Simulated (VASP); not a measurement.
# Cu (P6_3/mmc) in VASP: a series of runs

The runs below take Cu through single point, relaxation of cell and atoms, with PBEsol.

Everything below comes from runs of VASP 6.6.1. Logs are shortened: lines on timing, memory, paths and dates and some standing lists are left out, and cuts for length are marked.

### 1 The cell of the first run

Symmetry: P6_3/mmc, No. 194, hexagonal system. Conventional cell: a = 2.523 Å, b = 2.523 Å, c = 8.216 Å, α = 90.00°, β = 90.00°, γ = 120.00°. Cu (site symmetry -6m2) has 12 Cu at 2.52 Å within 3.3 Å. Cu (site symmetry -3m) has 12 Cu at 2.52 Å within 3.3 Å.

### 2 Single point, PBEsol

File INCAR:

```
  PREC = Accurate
  ENCUT = 600
  EDIFF = 1E-6
  ISMEAR = -1
  SIGMA = 0.05
  LREAL = False
  LASPH = True
  NELM = 120
  ALGO = Normal
  ISIF = 2
  LWAVE = False
  LCHARG = True
  GGA = PS
  LELF = True
  LVHAR = True
  NBANDS = 30
  GGA_COMPAT = False
```

File KPOINTS:

```
Automatic mesh
0
Gamma
  12 12 4
```

File POSCAR:

```
Cu
1.0
    2.5231934523      0.0000000000      0.0000000000
   -1.2615967262      2.1851496284      0.0000000000
    0.0000000000      0.0000000000      8.2155654620
Cu
4
Direct
    0.6666666667      0.3333333333      0.7500000000
    0.0000000000      0.0000000000      0.5000000000
    0.3333333333      0.6666666667      0.2500000000
    0.0000000000      0.0000000000      0.0000000000
```

Potentials or basis: VASP PAW PBE potentials, release 64 (Cu).

Launch:

```sh
> cat potpaw_PBE.64/Cu/POTCAR > POTCAR
> mpirun -np 1 vasp_std > vasp.out
```

OUTCAR:

```text
PREC = Accurate
   ENCUT = 600
   EDIFF = 1E-6
   ISMEAR = -1
   LREAL = False
   LASPH = True
   NELM = 120
   ISIF = 2
   GGA = PS

 ion  position               nearest neighbor table
   1  0.667  0.333  0.750-   2 2.52   4 2.52   2 2.52   4 2.52   2 2.52   4 2.52
   2  0.000  0.000  0.500-   1 2.52   3 2.52   1 2.52   3 2.52   1 2.52   3 2.52
   3  0.333  0.667  0.250-   2 2.52   4 2.52   2 2.52   4 2.52   2 2.52   4 2.52
   4  0.000  0.000  0.000-   1 2.52   3 2.52   1 2.52   3 2.52   1 2.52   3 2.52

  LATTYP: Found a hexagonal cell.
 ALAT       =     2.5231934523
 C/A-ratio  =     3.2560188576

  Lattice vectors:

 A1 = (   2.5231934523,   0.0000000000,   0.0000000000)
 A2 = (  -1.2615967262,   2.1851496284,   0.0000000000)
 A3 = (   0.0000000000,   0.0000000000,   8.2155654620)

Analysis of symmetry for initial positions (statically):
=====================================================================
 Subroutine PRICEL returns:
 Original cell was already a primitive cell.

 Routine SETGRP: Setting up the symmetry group for a
 hexagonal supercell.

 Subroutine GETGRP returns: Found 24 space group operations
 (whereof 12 operations were pure point group operations)
 out of a pool of 24 trial point group operations.

The static configuration has the point symmetry D_3d.
 The point group associated with its full space group is D_6h.

Analysis of symmetry for dynamics (positions and initial velocities):
=====================================================================
 Subroutine PRICEL returns:
 Original cell was already a primitive cell.

 Routine SETGRP: Setting up the symmetry group for a
 hexagonal supercell.

 Subroutine GETGRP returns: Found 24 space group operations
 (whereof 12 operations were pure point group operations)
 out of a pool of 24 trial point group operations.

The dynamic configuration has the point symmetry D_3d.
 The point group associated with its full space group is D_6h.

 Subroutine INISYM returns: Found 24 space group operations
 (whereof 12 operations are pure point group operations),
 and found     1 'primitive' translations

----------------------------------------------------------------------------------------

                                     Primitive cell

  volume of cell :      45.2970

  direct lattice vectors                    reciprocal lattice vectors
     2.523193452  0.000000000  0.000000000     0.396323159  0.228817283  0.000000000
    -1.261596726  2.185149628  0.000000000     0.000000000  0.457634565  0.000000000
     0.000000000  0.000000000  8.215565462     0.000000000  0.000000000  0.121720167

  length of vectors
     2.523193452  2.523193452  8.215565462     0.457634565  0.457634565  0.121720167

  position of ions in fractional coordinates (direct lattice)
     0.666666667  0.333333333  0.750000000
     0.000000000  0.000000000  0.500000000
     0.333333333  0.666666667  0.250000000
     0.000000000  0.000000000  0.000000000

  ion indices of the primitive-cell ions
   primitive index   ion index
                 1           1
                 2           2
                 3           3
                 4           4

----------------------------------------------------------------------------------------

 KPOINTS: Automatic mesh

Automatic generation of k-mesh.
 Grid dimensions read from file:
 generate k-points for:   12   12    4

 Generating k-lattice:

  Cartesian coordinates                     Fractional coordinates (reciprocal lattice)
     0.033026930  0.019068107  0.000000000     0.083333333  0.000000000  0.000000000
     0.000000000  0.038136214  0.000000000     0.000000000  0.083333333  0.000000000
     0.000000000  0.000000000  0.030430042     0.000000000  0.000000000  0.250000000

  Length of vectors
     0.038136214  0.038136214  0.030430042

  Shift w.r.t. Gamma in fractional coordinates (k-lattice)
     0.000000000  0.000000000  0.000000000

 Subroutine IBZKPT returns following result:
 ===========================================

 Found     57 irreducible k-points:

 Following reciprocal coordinates:
            Coordinates               Weight
  0.000000  0.000000  0.000000      1.000000
  0.083333  0.000000  0.000000      6.000000
  0.166667  0.000000  0.000000      6.000000
  0.250000  0.000000  0.000000      6.000000
  0.333333  0.000000  0.000000      6.000000
  0.416667  0.000000  0.000000      6.000000
[... 16 lines left out ...]
  0.250000  0.000000  0.250000     12.000000
  0.333333  0.000000  0.250000     12.000000
 [... further k-points ...]
   k-points           NKPTS =     57   k-points in BZ     NKDIM =     57   number of bands    NBANDS=     30
   number of dos      NEDOS =    301   number of ions     NIONS =      4
   total plane-waves  NPLWV =  28000
   dimension x,y,z NGX =    20 NGY =   20 NGZ =   70
   dimension x,y,z NGXF=    40 NGYF=   40 NGZF=  140
   ions per type =               4
   NGX,Y,Z   is equivalent  to a cutoff of  13.18, 13.18, 14.16 a.u.
   NGXF,Y,Z  is equivalent  to a cutoff of  26.35, 26.35, 28.33 a.u.
 SYSTEM =  unknown system
   PREC   = accura    normal or accurate (medium, high low for compatibility)
   ISTART =      0    job   : 0-new  1-cont  2-samecut
   ICHARG =      2    charge: 1-file 2-atom 10-const
   ISPIN  =      1    spin polarized calculation?
   LNONCOLLINEAR =      F non collinear calculations
   LSORBIT =      F    spin-orbit coupling
   LASPH  =      T    aspherical Exc in radial PAW
   ENCUT  =  600.0 eV  44.10 Ry    6.64 a.u.   5.04  5.04 16.41*2*pi/ulx,y,z
   NELM   =    120;   NELMIN=  2; NELMDL= -5     # of ELM steps
   EDIFF  = 0.1E-05   stopping-criterion for ELM
   LREAL  =      F    real-space projection
   EDIFFG = 0.1E-04   stopping-criterion for IOM
   NSW    =      0    number of steps for IOM
   IBRION =     -1    ionic relax: 0-MD 1-quasi-New 2-CG
   NFREE  =      0    steps in history (QN), initial steepest desc. (CG)
   ISIF   =      2    stress and relaxation
   ISYM   =      2    0-nonsym 1-usesym 2-fastsym
   POTIM  = 0.5000    time-step for ionic-motion
   TEBEG  =    0.0;   TEEND  =   0.0 temperature during run
   PSTRESS=    0.0 pullay stress
   NELECT =      44.0000    total number of electrons
   NUPDOWN=      -1.0000    fix difference up-down
   EMIN   =  10.00;   EMAX   =-10.00  energy-range for DOS
   EFERMI =   0.00;   METHOD = LEGACY
   ISMEAR =    -1;   SIGMA  =   0.05  broadening in eV -4-tet -1-fermi 0-gaus
   EFERMI_NEDOS =   21; number of points for ismear=-14 and -15
   IALGO  =     38    algorithm
   IMIX   =      4    mixing-type and parameters
     AMIX     =   0.40;   BMIX     =  1.00
     AMIX_MAG =   1.60;   BMIX_MAG =  1.00
  volume/ion in A,a.u.               =      11.32        76.42
  Fermi-wavevector in a.u.,A,eV,Ry     =   1.621322  3.063855 35.765439  2.628686
  Thomas-Fermi vector in A             =   2.715117
   LORBIT       =      0    0 simple, 1 ext, 2 COOP (PROOUT), +10 PAW based schemes
   GGA     = PS    functional components
   LHFCALC =     F    Hartree Fock is set to
   AEXX    =    0.0000 exact exchange contribution
   IVDW    =     0    specifies the selected vdW correction
   LEPSILON=     F    determine dielectric tensor
   LRPA    =     F    only Hartree local field effects (RPA)
 non-spin polarized calculation
  energy-cutoff  :      600.00
  volume of cell :       45.30
 maximum number of plane-waves:      1533
   NGX = 11   NGY = 11   NGZ = 33

 number of electron      44.0000016 magnetization

 Free energy of the ion-electron system (eV)
  ---------------------------------------------------
  ext. energy  EPLUGINS =         0.00000000
  ---------------------------------------------------
  free energy    TOTEN  =       -17.21081102 eV

  energy without entropy =      -17.19792340  energy(sigma->0) =      -17.20436721

 E-fermi :   7.8367     XC(G=0): -13.1550

 val. band max:        7.8223325421   @ k =   0.1667   0.0833   0.5000
 cond. band min:       7.9315414663   @ k =   0.5000   0.0000   0.5000
 fundamental gap:      0.1092089241
 Fermi energy:         7.8366578121

 k-point     1 :       0.0000    0.0000    0.0000
  band No.  band energies     occupation
      1      -1.7838      2.00000
      2       0.3999      2.00000
      3       0.4150      2.00000
      4       2.5999      2.00000
      5       4.5057      2.00000
      6       4.5070      2.00000
[... 22 lines left out ...]
     29      30.1107      0.00000
     30      30.3232      0.00000

 k-point     2 :       0.0833    0.0000    0.0000
  band No.  band energies     occupation
      1      -1.5530      2.00000
      2       0.6051      2.00000
      3       0.6199      2.00000
      4       2.7364      2.00000
      5       4.3945      2.00000
      6       4.4504      2.00000
[... 22 lines left out ...]
     29      28.2407      0.00000
     30      28.2740      0.00000

 k-point     3 :       0.1667    0.0000    0.0000
  band No.  band energies     occupation
      1      -0.8768      2.00000
      2       1.1819      2.00000
      3       1.1955      2.00000
      4       3.0863      2.00000
      5       4.1935      2.00000
      6       4.3174      2.00000
[... 22 lines left out ...]
     29      24.4842      0.00000
     30      24.5353      0.00000

 k-point     4 :       0.2500    0.0000    0.0000
  band No.  band energies     occupation
      1       0.1825      2.00000
      2       1.9655      2.00000
      3       1.9766      2.00000
      4       3.4185      2.00000
      5       4.0391      2.00000
      6       4.0577      2.00000
[... 22 lines left out ...]
     29      22.3782      0.00000
     30      22.5405      0.00000

 k-point     5 :       0.3333    0.0000    0.0000
  band No.  band energies     occupation
      1       1.4507      2.00000
      2       2.5614      2.00000
      3       2.5840      2.00000
      4       3.4265      2.00000
      5       3.7845      2.00000
      6       3.9394      2.00000
[... 22 lines left out ...]
     29      22.5576      0.00000
     30      22.7009      0.00000
[... 526 lines left out ...]
     29      27.5315      0.00000
     30      28.4266      0.00000

 k-point    22 :       0.1667    0.0000    0.2500
  band No.  band energies     occupation
      1      -0.7364      2.00000
      2       0.3397      2.00000
      3       2.0851      2.00000
      4       3.0319      2.00000
      5       4.1758      2.00000
      6       4.3422      2.00000
[... 22 lines left out ...]
     29      24.6564      0.00000
     30      25.6833      0.00000

 k-point    23 :       0.2500    0.0000    0.2500
  band No.  band energies     occupation
      1       0.3091      2.00000
      2       1.2579      2.00000
      3       2.6824      2.00000
      4       3.3973      2.00000
      5       3.9510      2.00000
      6       3.9721      2.00000
[... 22 lines left out ...]
     29      21.9481      0.00000
     30      24.2554      0.00000

 k-point    24 :       0.3333    0.0000    0.2500
  band No.  band energies     occupation
      1       1.5411      2.00000
      2       2.1649      2.00000
      3       2.9472      2.00000
      4       3.4222      2.00000
      5       3.6842      2.00000
      6       3.7778      2.00000
[... 22 lines left out ...]
     29      20.7865      0.00000
     30      21.5234      0.00000

 [... further k-points ...]
[... 5 lines left out ...]
  --------------------------------------------------------------------------------------
  -------------------------------------------------------------------------------------
  Total        0.3941188      0.3941188      0.3665126     -0.0000000      0.0000000     -0.0000000
  in kB       13.9401835     13.9401835     12.9637381     -0.0000000      0.0000000     -0.0000000
  external PRESSURE =      13.6147017 kB  Pullay stress =       0.0000000 kB

 VOLUME and BASIS-vectors are now :
 -----------------------------------------------------------------------------
  energy-cutoff  :      600.00
  volume of cell :       45.30
      direct lattice vectors                 reciprocal lattice vectors
     2.523193452  0.000000000  0.000000000     0.396323159  0.228817283  0.000000000
    -1.261596726  2.185149628  0.000000000     0.000000000  0.457634565  0.000000000
     0.000000000  0.000000000  8.215565462     0.000000000  0.000000000  0.121720167

 POSITION                                       TOTAL-FORCE (eV/Angst)
 -----------------------------------------------------------------------------------
      1.26160      0.72838      6.16167         0.000000     -0.000000     -0.000000
      0.00000      0.00000      4.10778         0.000000      0.000000      0.000000
     -0.00000      1.45677      2.05389        -0.000000      0.000000      0.000000
      0.00000      0.00000      0.00000        -0.000000      0.000000      0.000000
 -----------------------------------------------------------------------------------
    total drift:                                0.000000     -0.000000      0.000000

  FREE ENERGIE OF THE ION-ELECTRON SYSTEM (eV)
  ---------------------------------------------------
  free  energy   TOTEN  =       -17.2108110219 eV

  energy  without entropy=      -17.1979233988  energy(sigma->0) =      -17.20436721
```

Wall time 74 s (1 thread of AMD EPYC 9R45 (Zen 5), shared host); peak memory 0.18 GiB.

What came out:

```
Free energy            : -17.2108 eV
Pressure               : 1.4 GPa
Band gap on the k mesh : zero (band 22 reaches 11.33 eV, above the bottom of band 23 at 6.10 eV)
```

Levels at points of the mesh, in eV from the Fermi level:
```csv
k point,band 19,band 20,band 21,band 22,band 23,band 24,band 25,band 26
"(0.00, 0.00, 0.00)",-2.09,-1.92,-1.92,-1.61,-1.61,-1.04,4.09,12.95
"(0.50, 0.00, 0.00)",-1.47,-1.45,-0.63,0.41,1.06,1.64,4.86,4.88
"(0.00, 0.00, 0.50)",-2.22,-2.22,-1.74,-1.74,-1.74,-1.74,7.26,7.26
"(0.50, 0.00, 0.50)",-1.48,-1.48,0.09,0.09,1.44,1.44,5.36,5.36
```

Caveat: the PAW data sets were made with another functional, which shifts forces and pressure a little.

### 3 Relaxation of cell and atoms, PBEsol, target pressure 10 GPa, at which the enthalpy is minimised

This run uses another cell than the first one, of 11.46 Å³/atom, 1.012 times its volume.

File INCAR:

```
PREC = Accurate
ENCUT = 600
EDIFF = 1E-7
ISMEAR = -1
SIGMA = 0.05
LREAL = F
LASPH = T
NELM = 120
ALGO = Normal
ISIF = 3
LWAVE = F
LCHARG = F
GGA = PS
IBRION = 2
NSW = 80
EDIFFG = -0.01
PSTRESS = 100.0
GGA_COMPAT = F
NELMIN = 4
```

File KPOINTS:

```
regular mesh
0
Gamma
  12 12 4
```

File POSCAR:

```
Cu
1.0
    2.5307640267      0.0000000000      0.0000000000
   -1.2653820134      2.1917059381      0.0000000000
    0.0000000000      0.0000000000      8.2618150800
Cu
4
Direct
    0.6666666667      0.3333333333      0.7500000000
    0.0000000000      0.0000000000      0.5000000000
    0.3333333333      0.6666666667      0.2500000000
    0.0000000000      0.0000000000      0.0000000000
```

Potentials or basis: VASP PAW PBE potentials, release 64 (Cu).

Launch:

```sh
> cat potpaw_PBE.64/Cu/POTCAR > POTCAR
> mpirun -np 1 vasp_std > vasp.out
```

Wall time 6.2 min (1 thread of AMD EPYC 9R45 (Zen 5), shared host); peak memory 0.18 GiB.

Results (log left out):

```yaml
Free_energy: -17.1411 eV
Relaxed_volume: 10.78 Å³/atom
Relaxed_cell: a = 2.482 Å, b = 2.482 Å, c = 8.082 Å, α = 90.00°, β = 90.00°, γ = 120.00°
Space_group_after_relaxing_to_0.05_Å: P6_3/mmc (No. 194)
Energy_change_on_relaxing_the_enthalpy_is_what_falls: +17.3 meV/atom
Ionic_steps: 8
Pressure_after_relaxing: 10.0 GPa
Band_gap_on_the_k_mesh: zero (band 22 reaches 12.07 eV, above the bottom of band 23 at 6.69 eV)
```

The path:
| step | energy change (eV) | largest force (eV/Å) | pressure (GPa) | volume (Å³) |
| --- | --- | --- | --- | --- |
| 1 | 0.0000 | 0.0000 | -1.10 | 45.83 |
| 2 | 0.3134 | 0.0000 | 23.70 | 40.76 |
| 3 | 0.0676 | 0.0000 | 9.90 | 43.16 |
| 4 | 0.0708 | 0.0000 | 10.15 | 43.11 |
| 5 | 0.0673 | 0.0000 | 9.87 | 43.16 |
| 6 | 0.0677 | 0.0000 | 9.87 | 43.15 |
| 7 | 0.0680 | 0.0000 | 9.89 | 43.15 |
| 8 | 0.0691 | 0.0000 | 10.03 | 43.13 |

Final structure:
```
CELL_PARAMETERS angstrom
2.48247 0.00000 0.00000
-1.24124 2.14988 0.00000
0.00000 0.00000 8.08177
ATOMIC_POSITIONS crystal
Cu 0.66667 0.33333 0.75000
Cu 0.00000 0.00000 0.50000
Cu 0.33333 0.66667 0.25000
Cu 0.00000 0.00000 0.00000
```

Levels at points of the mesh, in eV from the Fermi level:
```csv
k point,band 18,band 19,band 20,band 21,band 22,band 23,band 24,band 25,band 26
"(0.00, 0.00, 0.00)",-2.19,-2.19,-2.00,-2.00,-1.67,-1.67,-1.20,4.35,13.37
"(0.50, 0.00, 0.00)",-1.53,-1.52,-1.50,-0.75,0.32,1.10,1.70,5.12,5.14
"(0.00, 0.00, 0.50)",-2.33,-2.33,-2.33,-1.81,-1.81,-1.81,-1.81,7.56,7.56
"(0.50, 0.00, 0.50)",-1.62,-1.53,-1.53,0.06,0.06,1.47,1.47,5.60,5.60
```

Caveat: the cell is relaxed towards a set pressure, so the enthalpy falls and the energy may rise; the PAW data sets were made with another functional, which shifts forces and pressure a little.
